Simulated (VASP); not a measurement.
# AlNi: relaxation of cell and atoms with PBE

AlNi:

```xyz
2
Lattice="2.0428 -2.0428 0.0000 2.0428 2.0428 0.0000 0.0000 0.0000 2.9011" Properties=species:S:1:pos:R:3 pbc="T T T"
Al    0.0000    0.0000    0.0000
Ni    2.0428    0.0000    1.4506
```

```yaml
Program: VASP 6.6.1
Task: relaxation of cell and atoms
Functional: PBE
Potentials_or_basis: VASP PAW PBE potentials, release 64 (Al, Ni)
Cutoff: 600 eV
k_mesh: 16 × 16 × 14
Occupations: fermi-dirac, width 0.15 eV
Spin: no spin polarisation
Dipole_correction: no
Further_INCAR_settings: ALGO = Fast; EDIFF = 1e-07; IBRION = 2; EDIFFG = -0.001; NSW = 80; ISIF = 3
```

```yaml
Relaxed_volume: 12.12 Å³/atom
Relaxed_cell: a = 2.893 Å, b = 2.893 Å, c = 2.895 Å, α = 90.00°, β = 90.00°, γ = 90.00°
Space_group_after_relaxing_to_0.05_Å: Pm-3m (No. 221)
Energy_gained_by_relaxing: 0.0 meV/atom
Ionic_steps: 10
Pressure_after_relaxing: 0.0 GPa
```

Final structure:
```yaml
crystal:
  lattice:
    - [2.04595, -2.04595, 0.00000]
    - [2.04595, 2.04595, 0.00000]
    - [0.00000, 0.00000, 2.89522]
  atoms:
    - { symbol: Al, position: [0.00000, 0.00000, 0.00000] }
    - { symbol: Ni, position: [0.50000, 0.50000, 0.50000] }
```

Levels at points of the mesh, in eV from the Fermi level:
```csv
k point,band 4,band 5,band 6,band 7,band 8,band 9,band 10
"(0.00, 0.00, 0.00)",-1.55,-1.55,-1.55,5.41,5.43,5.43,8.06
"(0.50, 0.00, 0.00)",-2.24,-2.23,-1.46,-0.67,8.25,9.92,9.94
"(0.50, 0.50, 0.00)",-2.86,-2.07,-2.07,-1.03,1.44,2.38,12.10
"(0.00, 0.00, 0.50)",-2.23,-2.23,-1.46,-0.67,8.25,9.94,9.94
"(0.50, 0.00, 0.50)",-2.87,-2.07,-2.06,-1.03,1.43,2.38,12.11
"(0.50, 0.50, 0.50)",-1.00,-1.00,2.00,2.00,2.00,3.55,4.36
```

It took 2.8 min on 1 thread of Intel(R) Xeon(R) 6975P-C (Granite Rapids), on a shared host, peak memory 0.26 GiB.

Spin polarisation is off, so any magnetic state and its effect on volume and gap are missing.
